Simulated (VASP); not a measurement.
A run of VASP 6.6.1:

The input INCAR:

```
PREC = Accurate
ENCUT = 520
EDIFF = 1E-7
ISMEAR = 1
SIGMA = 0.005
LREAL = F
LASPH = T
NELM = 100
ALGO = Normal
ISIF = 2
LWAVE = F
LCHARG = F
GGA = PE
NBANDS = 25
```

The input KPOINTS:

```
Automatic mesh
0
Gamma
  6 6 6
```

The input POSCAR:

```
LaScSe2
1.0
    3.9245440000      0.0000000000      0.0000000000
   -1.9622720000      3.3987580000      0.0000000000
    0.0000000000     -2.2658360000      7.4243980000
Se La Sc
2 1 1
Direct
    0.2322000000      0.4644000000      0.6966000000
    0.7678000000      0.5356000000      0.3034000000
    0.5000000000      0.0000000000      0.5000000000
    0.0000000000      0.0000000000      0.0000000000
```

Potentials or basis: VASP PAW PBE potentials, release 64 (Se, La, Sc_sv).

Command:

```console
$ cat potpaw_PBE.64/Se/POTCAR potpaw_PBE.64/La/POTCAR potpaw_PBE.64/Sc_sv/POTCAR > POTCAR
$ mpirun -np 1 vasp_std > vasp.out
```

Hardware: 1 thread of Intel(R) Xeon(R) Platinum 8375C CPU @ 2.90GHz (Ice Lake), on a shared host.

Question: Estimate the wall time of this run.

Answer: Run time: 88 s on 1 thread of Intel(R) Xeon(R) Platinum 8375C CPU @ 2.90GHz (Ice Lake) (shared host), peak memory 0.28 GiB. Counts: scf iterations 18, k points 32.
